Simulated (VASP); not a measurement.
Write the native input for VASP 6.6.1 that does the following.

- Task: single point
- Functional: PBEsol
- Potentials or basis: VASP PAW PBE potentials, release 64 (Ru_sv)
- Cutoff: 560 eV
- k mesh: 18 × 18 × 10
- Occupations: fermi-dirac, width 0.08 eV
- Spin: no spin polarisation
- Dipole correction: no
- Further INCAR settings: ALGO = Normal; EDIFF = 1e-06; NBANDS = 23

The structure of Ru lies in POSCAR:

```
Ru
1.0
    2.3793875795      0.0000000000      0.0000000000
   -1.1896937897      2.0606100893      0.0000000000
    0.0000000000      0.0000000000      3.8042362143
Ru
2
Direct
    0.3333333333      0.6666666667      0.2500000000
    0.6666666667      0.3333333333      0.7500000000
```

One way to write it, as run:

INCAR

```
SYSTEM = Ru
PREC = Accurate ; ENCUT = 560
EDIFF = 1E-6 ; ISMEAR = -1
SIGMA = 0.08 ; LREAL = .False.
LASPH = .True. ; NELM = 120
ALGO = Normal ; ISIF = 2
LWAVE = .False. ; LCHARG = .True.
GGA = PS ; LELF = .True.
LVHAR = .True. ; NBANDS = 23
GGA_COMPAT = .False.
```

KPOINTS

```
regular mesh
0
Gamma
  18 18 10
  0 0 0
```

Potentials or basis: VASP PAW PBE potentials, release 64 (Ru_sv).

Launch:

```bash
$ cat potpaw_PBE.64/Ru_sv/POTCAR > POTCAR
$ mpirun -np 1 vasp_std > vasp.out
```

It gave:

```yaml
Pressure: 280.7 GPa
Band_gap_on_the_k_mesh: zero (bands 16 and 17 overlap by 5.64 eV)
```

Caveat: the cell stands under pressure; the PAW data sets were made with another functional, which shifts forces and pressure a little.

Run time: 48 s on 1 thread of AMD EPYC 7R13 Processor (Zen 3) (shared host), peak memory 0.16 GiB.
